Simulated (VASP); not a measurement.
Wanted: the native input for a VASP 6.6.1 run.

```
Task                   : single point
Functional             : PBE
Potentials or basis    : VASP PAW PBE potentials, release 64 (Na_pv, I)
Cutoff                 : 520 eV
k mesh                 : 10 × 10 × 6
Occupations            : fermi-dirac, width 0.08 eV
Spin                   : no spin polarisation
Dipole correction      : no
Further INCAR settings : ALGO = Normal; EDIFF = 1e-06; NBANDS = 22
```

The structure of NaI (wurtzite type) lies in POSCAR:

```
NaI
1.0
    5.1452656430      0.0000000000      0.0000000000
   -2.5726328215      4.4559307560      0.0000000000
    0.0000000000      0.0000000000      8.0059904541
Na I
2 2
Direct
    0.3333333333      0.6666666667     -0.0063332689
    0.6666666667      0.3333333333      0.4936667311
    0.3333333333      0.6666666667      0.3823332689
    0.6666666667      0.3333333333      0.8823332689
```

One way to write it, as run:

INCAR

```
SYSTEM = NaI
PREC = Accurate
ENCUT = 520
EDIFF = 1E-6
ISMEAR = -1
SIGMA = 0.08
LREAL = .FALSE.
LASPH = .TRUE.
NELM = 60
ALGO = Normal
ISIF = 2
LWAVE = .FALSE.
LCHARG = .FALSE.
GGA = PE
NBANDS = 22
```

KPOINTS

```
Automatic mesh
0
G
  10 10 6
  0 0 0
```

Potentials or basis: VASP PAW PBE potentials, release 64 (Na_pv, I).

Launch:

```console
$ cat potpaw_PBE.64/Na_pv/POTCAR potpaw_PBE.64/I/POTCAR > POTCAR
$ mpirun -np 1 vasp_std > vasp.out
```

It gave:

```
Pressure               : 0.0 GPa
Band gap on the k mesh : 3.70 eV, direct
```

Caveat: spin-orbit coupling is left out, which moves the levels of the heavy elements.

Wall time 110 s on 1 thread of Intel(R) Xeon(R) Platinum 8559C (Emerald Rapids), on a shared host, peak memory 0.41 GiB.
